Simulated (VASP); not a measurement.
Write the native input for VASP 6.6.1 that does the following.

| Item | Value |
| --- | --- |
| Task | single point |
| Functional | PBE |
| Potentials or basis | VASP PAW PBE potentials, release 64 (W_sv, F) |
| Cutoff | 520 eV |
| k mesh | 10 × 10 × 10 |
| Occupations | gaussian, width 0.02 eV |
| Spin | no spin polarisation |
| Hubbard terms | W d U = 6.2 eV |
| Dipole correction | no |
| Further INCAR settings | ALGO = Normal; EDIFF = 1e-07; NBANDS = 21 |

The structure of WF2 lies in POSCAR:

```
WF2
1.0
    0.0000000000      2.5483145256      2.5483145256
    2.5483145256      0.0000000000      2.5483145256
    2.5483145256      2.5483145256      0.0000000000
W F
1 2
Direct
    0.0000000000      0.0000000000      0.0000000000
    0.2500000000      0.2500000000      0.2500000000
    0.7500000000      0.7500000000      0.7500000000
```

The input as run:

INCAR

```
SYSTEM = WF2
ALGO     = Normal         ! electronic algorithm
EDIFF    = 1E-7           ! SCF threshold, eV
ENCUT    = 520            ! plane-wave cutoff, eV
GGA      = PE             ! functional
ISIF     = 2              ! what is computed and relaxed
ISMEAR   = 0              ! smearing method
LASPH    = .TRUE.         ! aspherical terms in the spheres
LCHARG   = .TRUE.         ! write CHGCAR
LDAU     = .TRUE.         ! DFT+U
LDAUJ    = 0 0          
LDAUL    = 2 -1           ! shell
LDAUPRINT= 1            
LDAUTYPE = 2            
LDAUU    = 6.2 0          ! U, eV
LELF     = .TRUE.         ! ELF
LMAXMIX  = 4              ! l up to which the mixer works
LREAL    = .FALSE.        ! projectors in reciprocal space
LVHAR    = .TRUE.       
LWAVE    = .FALSE.        ! write WAVECAR
NBANDS   = 21             ! bands
NELM     = 150            ! most SCF steps
PREC     = Accurate       ! precision mode
SIGMA    = 0.02           ! smearing width, eV
```

KPOINTS

```
k-points
0
G
  10 10 10
  0 0 0
```

Potentials or basis: VASP PAW PBE potentials, release 64 (W_sv, F).

Launch:

```sh
$ cat potpaw_PBE.64/W_sv/POTCAR potpaw_PBE.64/F/POTCAR > POTCAR
$ mpirun -np 1 vasp_std > vasp.out
```

It gave:

```json
{
 "Pressure": "26.8 GPa",
 "Band gap on the k mesh": "0.21 eV, indirect (least direct gap 1.27 eV)"
}
```

Caveat: spin-orbit coupling is left out, which moves the levels of the heavy elements.

Wall time 40 s on 1 thread of Intel(R) Xeon(R) Platinum 8488C (Sapphire Rapids), with other jobs on the host, peak memory 0.17 GiB.
